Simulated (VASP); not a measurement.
# Pb (Fm-3m) in VASP: a series of runs

Runs on Pb. Level: PBE. Tasks: single point.

Everything below comes from runs of VASP 6.6.1. Logs are shortened: lines on timing, memory, paths and dates and some standing lists are left out, and cuts for length are marked.

## (1) The cell of the first run

It takes space group Fm-3m (No. 225, cubic). Conventional cell: a = 5.035 Å, b = 5.035 Å, c = 5.035 Å, α = 90.00°, β = 90.00°, γ = 90.00°. Pb (site symmetry m-3m) has 12 Pb at 3.56 Å within 4.7 Å.

## (2) Single point, PBE

Contents of INCAR:

```
ALGO     = Normal         # electronic algorithm
EDIFF    = 1E-6           # SCF threshold, eV
ENCUT    = 520            # plane-wave cutoff, eV
GGA      = PE             # functional
ISIF     = 2              # what is computed and relaxed
ISMEAR   = 1              # smearing method
LASPH    = T              # aspherical terms in the spheres
LCHARG   = T              # write CHGCAR
LELF     = T              # ELF
LREAL    = F              # projectors in reciprocal space
LVHAR    = T            
LWAVE    = F              # write WAVECAR
NBANDS   = 13             # bands
NELM     = 60             # most SCF steps
PREC     = Accurate       # precision mode
SIGMA    = 0.2            # smearing width, eV
```

Contents of KPOINTS:

```
k-points
0
Gamma
  11 11 11
```

Contents of POSCAR:

```
Pb
1.0
    0.0000000000      2.5175937382      2.5175937382
    2.5175937382      0.0000000000      2.5175937382
    2.5175937382      2.5175937382      0.0000000000
Pb
1
Direct
    0.0000000000      0.0000000000      0.0000000000
```

Potentials or basis: VASP PAW PBE potentials, release 64 (Pb_d).

Launch:

```bash
$ cat potpaw_PBE.64/Pb_d/POTCAR > POTCAR
$ mpirun -np 1 vasp_std > vasp.out
```

OUTCAR:

```text
EDIFF = 1E-6
   ENCUT = 520
   GGA = PE
   ISIF = 2
   ISMEAR = 1
   LASPH = T
   LREAL = F
   NELM = 60
   PREC = Accurate

 ion  position               nearest neighbor table
   1  0.000  0.000  0.000-

  LATTYP: Found a face centered cubic cell.
 ALAT       =     5.0351874764

  Lattice vectors:

 A1 = (   0.0000000000,   2.5175937382,   2.5175937382)
 A2 = (   2.5175937382,   0.0000000000,   2.5175937382)
 A3 = (   2.5175937382,   2.5175937382,   0.0000000000)

Analysis of symmetry for initial positions (statically):
=====================================================================
 Subroutine PRICEL returns:
 Original cell was already a primitive cell.

 Routine SETGRP: Setting up the symmetry group for a
 face centered cubic supercell.

 Subroutine GETGRP returns: Found 48 space group operations
 (whereof 48 operations were pure point group operations)
 out of a pool of 48 trial point group operations.

The static configuration has the point symmetry O_h .

Analysis of symmetry for dynamics (positions and initial velocities):
=====================================================================
 Subroutine PRICEL returns:
 Original cell was already a primitive cell.

 Routine SETGRP: Setting up the symmetry group for a
 face centered cubic supercell.

 Subroutine GETGRP returns: Found 48 space group operations
 (whereof 48 operations were pure point group operations)
 out of a pool of 48 trial point group operations.

The dynamic configuration has the point symmetry O_h .

 Subroutine INISYM returns: Found 48 space group operations
 (whereof 48 operations are pure point group operations),
 and found     1 'primitive' translations

----------------------------------------------------------------------------------------

                                     Primitive cell

  volume of cell :      31.9144

  direct lattice vectors                    reciprocal lattice vectors
     0.000000000  2.517593738  2.517593738    -0.198602337  0.198602337  0.198602337
     2.517593738  0.000000000  2.517593738     0.198602337 -0.198602337  0.198602337
     2.517593738  2.517593738  0.000000000     0.198602337  0.198602337 -0.198602337

  length of vectors
     3.560415209  3.560415209  3.560415209     0.343989338  0.343989338  0.343989338

  position of ions in fractional coordinates (direct lattice)
     0.000000000  0.000000000  0.000000000

  ion indices of the primitive-cell ions
   primitive index   ion index
                 1           1

----------------------------------------------------------------------------------------

 KPOINTS: k-points

Automatic generation of k-mesh.
 Grid dimensions read from file:
 generate k-points for:   11   11   11

 Generating k-lattice:

  Cartesian coordinates                     Fractional coordinates (reciprocal lattice)
    -0.018054758  0.018054758  0.018054758     0.090909091  0.000000000  0.000000000
     0.018054758 -0.018054758  0.018054758     0.000000000  0.090909091  0.000000000
     0.018054758  0.018054758 -0.018054758     0.000000000  0.000000000  0.090909091

  Length of vectors
     0.031271758  0.031271758  0.031271758

  Shift w.r.t. Gamma in fractional coordinates (k-lattice)
     0.000000000  0.000000000  0.000000000

 Subroutine IBZKPT returns following result:
 ===========================================

 Found     56 irreducible k-points:

 Following reciprocal coordinates:
            Coordinates               Weight
  0.000000  0.000000  0.000000      1.000000
  0.090909  0.000000  0.000000      8.000000
  0.181818  0.000000  0.000000      8.000000
  0.272727  0.000000  0.000000      8.000000
  0.363636  0.000000  0.000000      8.000000
  0.454545  0.000000  0.000000      8.000000
[... 16 lines left out ...]
 -0.272727  0.181818  0.000000     24.000000
 -0.181818  0.181818  0.000000     12.000000
 [... further k-points ...]
   k-points           NKPTS =     56   k-points in BZ     NKDIM =     56   number of bands    NBANDS=     13
   number of dos      NEDOS =    301   number of ions     NIONS =      1
   total plane-waves  NPLWV =  21952
   dimension x,y,z NGX =    28 NGY =   28 NGZ =   28
   dimension x,y,z NGXF=    56 NGYF=   56 NGZF=   56
   ions per type =               1
   NGX,Y,Z   is equivalent  to a cutoff of  13.07, 13.07, 13.07 a.u.
   NGXF,Y,Z  is equivalent  to a cutoff of  26.15, 26.15, 26.15 a.u.
 SYSTEM =  unknown system
   PREC   = accura    normal or accurate (medium, high low for compatibility)
   ISTART =      0    job   : 0-new  1-cont  2-samecut
   ICHARG =      2    charge: 1-file 2-atom 10-const
   ISPIN  =      1    spin polarized calculation?
   LNONCOLLINEAR =      F non collinear calculations
   LSORBIT =      F    spin-orbit coupling
   LASPH  =      T    aspherical Exc in radial PAW
   ENCUT  =  520.0 eV  38.22 Ry    6.18 a.u.   6.62  6.62  6.62*2*pi/ulx,y,z
   NELM   =     60;   NELMIN=  2; NELMDL= -5     # of ELM steps
   EDIFF  = 0.1E-05   stopping-criterion for ELM
   LREAL  =      F    real-space projection
   EDIFFG = 0.1E-04   stopping-criterion for IOM
   NSW    =      0    number of steps for IOM
   IBRION =     -1    ionic relax: 0-MD 1-quasi-New 2-CG
   NFREE  =      0    steps in history (QN), initial steepest desc. (CG)
   ISIF   =      2    stress and relaxation
   ISYM   =      2    0-nonsym 1-usesym 2-fastsym
   POTIM  = 0.5000    time-step for ionic-motion
   TEBEG  =    0.0;   TEEND  =   0.0 temperature during run
   PSTRESS=    0.0 pullay stress
   NELECT =      14.0000    total number of electrons
   NUPDOWN=      -1.0000    fix difference up-down
   EMIN   =  10.00;   EMAX   =-10.00  energy-range for DOS
   EFERMI =   0.00;   METHOD = LEGACY
   ISMEAR =     1;   SIGMA  =   0.20  broadening in eV -4-tet -1-fermi 0-gaus
   EFERMI_NEDOS =   21; number of points for ismear=-14 and -15
   IALGO  =     38    algorithm
   IMIX   =      4    mixing-type and parameters
     AMIX     =   0.40;   BMIX     =  1.00
     AMIX_MAG =   1.60;   BMIX_MAG =  1.00
  volume/ion in A,a.u.               =      31.91       215.37
  Fermi-wavevector in a.u.,A,eV,Ry     =   1.243909  2.350647 21.052417  1.547309
  Thomas-Fermi vector in A             =   2.378199
   LORBIT       =      0    0 simple, 1 ext, 2 COOP (PROOUT), +10 PAW based schemes
   GGA     = PE    functional components
   LHFCALC =     F    Hartree Fock is set to
   AEXX    =    0.0000 exact exchange contribution
   IVDW    =     0    specifies the selected vdW correction
   LEPSILON=     F    determine dielectric tensor
   LRPA    =     F    only Hartree local field effects (RPA)
 non-spin polarized calculation
 Methfessel and Paxton  Order N= 1 SIGMA  =   0.20
  energy-cutoff  :      520.00
  volume of cell :       31.91
 maximum number of plane-waves:       881
   NGX = 13   NGY = 13   NGZ = 13

 number of electron      14.0000003 magnetization

 Free energy of the ion-electron system (eV)
  ---------------------------------------------------
  ext. energy  EPLUGINS =         0.00000000
  ---------------------------------------------------
  free energy    TOTEN  =        -3.56518857 eV

  energy without entropy =       -3.56734757  energy(sigma->0) =       -3.56590824

 E-fermi :   6.7502     XC(G=0):  -9.9424

 val. band max:        6.6816677498   @ k =   0.3636   0.2727   0.0000
 cond. band min:       6.7730931945   @ k =   0.2727   0.0000   0.0000
 fundamental gap:      0.0914254447
 Fermi energy:         6.7501588076

 k-point     1 :       0.0000    0.0000    0.0000
  band No.  band energies     occupation
      1     -10.3219      2.00000
      2     -10.3219      2.00000
      3     -10.3219      2.00000
      4     -10.2030      2.00000
      5     -10.2030      2.00000
      6      -4.6970      2.00000
      7      13.7403      0.00000
      8      13.7403      0.00000
      9      13.7403      0.00000
     10      16.4485      0.00000
     11      17.4153      0.00000
     12      18.8360      0.00000
     13      18.8360      0.00000

 k-point     2 :       0.0909    0.0000    0.0000
  band No.  band energies     occupation
      1     -10.3219      2.00000
      2     -10.3119      2.00000
      3     -10.3119      2.00000
      4     -10.2033      2.00000
      5     -10.2033      2.00000
      6      -4.5463      2.00000
      7      12.0691      0.00000
      8      13.5566      0.00000
      9      13.5566      0.00000
     10      16.0695      0.00000
     11      18.2344      0.00000
     12      19.1644      0.00000
     13      19.1644      0.00000

 k-point     3 :       0.1818    0.0000    0.0000
  band No.  band energies     occupation
      1     -10.3231      2.00000
      2     -10.2943      2.00000
      3     -10.2943      2.00000
      4     -10.1948      2.00000
      5     -10.1948      2.00000
      6      -4.0958      2.00000
      7       9.3672     -0.00000
      8      13.1272      0.00000
      9      13.1272      0.00000
     10      15.6615      0.00000
     11      18.9010      0.00000
     12      19.3732      0.00000
     13      19.3738      0.00000

 k-point     4 :       0.2727    0.0000    0.0000
  band No.  band energies     occupation
      1     -10.3277      2.00000
      2     -10.2928      2.00000
      3     -10.2928      2.00000
      4     -10.1614      2.00000
      5     -10.1614      2.00000
      6      -3.3598      2.00000
      7       6.7731      0.80732
      8      12.6507      0.00000
      9      12.6507      0.00000
     10      15.4437      0.00000
     11      17.7103      0.00000
     12      18.5637      0.00000
     13      18.5637      0.00000

 k-point     5 :       0.3636    0.0000    0.0000
  band No.  band energies     occupation
      1     -10.3344      2.00000
      2     -10.3030      2.00000
      3     -10.3030      2.00000
      4     -10.1184      2.00000
      5     -10.1184      2.00000
      6      -2.4068      2.00000
      7       4.5392      2.00000
      8      12.2638      0.00000
      9      12.2638      0.00000
     10      15.4333      0.00000
     11      16.7677      0.00000
     12      17.9651      0.00000
     13      17.9651      0.00000
[... 257 lines left out ...]
 k-point    22 :      -0.3636    0.1818    0.0000
  band No.  band energies     occupation
      1     -10.3301      2.00000
      2     -10.2829      2.00000
      3     -10.2518      2.00000
      4     -10.1325      2.00000
      5     -10.1251      2.00000
      6      -1.3479      2.00000
      7       3.9787      2.00000
      8       8.3283     -0.00000
      9      11.4783      0.00000
     10      14.5470      0.00000
     11      18.3411      0.00000
     12      19.1358      0.00000
     13      22.0308      0.00000

 k-point    23 :      -0.2727    0.1818    0.0000
  band No.  band energies     occupation
      1     -10.3103      2.00000
      2     -10.2967      2.00000
      3     -10.2450      2.00000
      4     -10.1795      2.00000
      5     -10.1295      2.00000
      6      -2.2566      2.00000
      7       5.6319      2.00000
      8       8.3772     -0.00000
      9      12.3079      0.00000
     10      15.2555      0.00000
     11      18.0998      0.00000
     12      18.9621      0.00000
     13      20.4215      0.00000

 k-point    24 :      -0.1818    0.1818    0.0000
  band No.  band energies     occupation
      1     -10.3145      2.00000
      2     -10.2924      2.00000
      3     -10.2399      2.00000
      4     -10.2270      2.00000
      5     -10.1409      2.00000
      6      -3.1185      2.00000
      7       7.4163     -0.00003
      8       9.1368     -0.00000
      9      13.1552      0.00000
     10      16.2482      0.00000
     11      17.6023      0.00000
     12      18.7795      0.00000
     13      19.1801      0.00000

 [... further k-points ...]

------------------------ aborting loop because EDIFF is reached ----------------------------------------

  FORCE on cell =-STRESS in cart. coord.  units (eV):
  Direction    XX          YY          ZZ          XY          YZ          ZX
  --------------------------------------------------------------------------------------
  -------------------------------------------------------------------------------------
  Total       -0.0340292     -0.0340292     -0.0340292      0.0000000     -0.0000000      0.0000000
  in kB       -1.7083461     -1.7083461     -1.7083461      0.0000000     -0.0000000      0.0000000
  external PRESSURE =      -1.7083461 kB  Pullay stress =       0.0000000 kB

 VOLUME and BASIS-vectors are now :
 -----------------------------------------------------------------------------
  energy-cutoff  :      520.00
  volume of cell :       31.91
      direct lattice vectors                 reciprocal lattice vectors
     0.000000000  2.517593738  2.517593738    -0.198602337  0.198602337  0.198602337
     2.517593738  0.000000000  2.517593738     0.198602337 -0.198602337  0.198602337
     2.517593738  2.517593738  0.000000000     0.198602337  0.198602337 -0.198602337

 POSITION                                       TOTAL-FORCE (eV/Angst)
 -----------------------------------------------------------------------------------
      0.00000      0.00000      0.00000        -0.000000      0.000000      0.000000
 -----------------------------------------------------------------------------------
    total drift:                               -0.000000     -0.000000     -0.000000

  FREE ENERGIE OF THE ION-ELECTRON SYSTEM (eV)
  ---------------------------------------------------
  free  energy   TOTEN  =        -3.5651885713 eV

  energy  without entropy=       -3.5673475719  energy(sigma->0) =       -3.56590824
```

It took 37 s on 1 thread of AMD EPYC, shared host; peak memory 0.13 GiB.

What came out:

```
Free energy            : -3.5652 eV
Pressure               : -0.2 GPa
Band gap on the k mesh : zero (bands 7 and 8 overlap by 8.37 eV)
```

Levels at points of the mesh, in eV from the Fermi level:
```
           k point  band 3  band 4  band 5  band 6  band 7  band 8  band 9  band 10  band 11  band 12
(0.00, 0.00, 0.00)  -17.07  -16.95  -16.95  -11.45    6.99    6.99    6.99     9.70    10.67    12.09
```

Caveat: spin-orbit coupling is left out, which moves the levels of the heavy elements.

(Continued in part 2 of 2.)

The gap in the log of VASP goes by the Fermi energy; the results here count the filled bands.